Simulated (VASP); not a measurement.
InSb, 2 atoms in the cell. Symmetry: I-4m2, No. 119, tetragonal system. The conventional cell has a = 4.672 Å, b = 4.672 Å, c = 6.478 Å, α = 90.00°, β = 90.00°, γ = 90.00°. In (site symmetry -4m2) has 4 Sb at 2.84 Å within 3.7 Å. Within 3.7 Å of Sb (site symmetry -4m2) lie 4 In at 2.84 Å.  This cell differs from its parent crystal: equal xx and yy strain of +2 %.

- Program: VASP 6.6.1
- Task: single point
- Functional: LDA
- Potentials or basis: VASP PAW LDA potentials, release 64 (In_d, Sb)
- Cutoff: 520 eV
- k mesh: 10 × 10 × 10
- Occupations: fermi-dirac, width 0.03 eV
- Spin: no spin polarisation
- Dipole correction: no
- Further INCAR settings: ALGO = Normal; EDIFF = 1e-06; NBANDS = 16

Potentials or basis: VASP PAW LDA potentials, release 64 (In_d, Sb).

Command:

```console
$ cat potpaw_LDA.64/In_d/POTCAR potpaw_LDA.64/Sb/POTCAR > POTCAR
$ mpirun -np 1 vasp_std > vasp.out
```

Hardware: 1 thread of Intel(R) Xeon(R) 6975P-C (Granite Rapids) (shared host).

**Question.** Estimate the wall time of this run.

**Answer.** It took 34 s on 1 thread of Intel(R) Xeon(R) 6975P-C (Granite Rapids), with other jobs on the host, peak memory 0.25 GiB. Counts: scf iterations 12, k points 102.
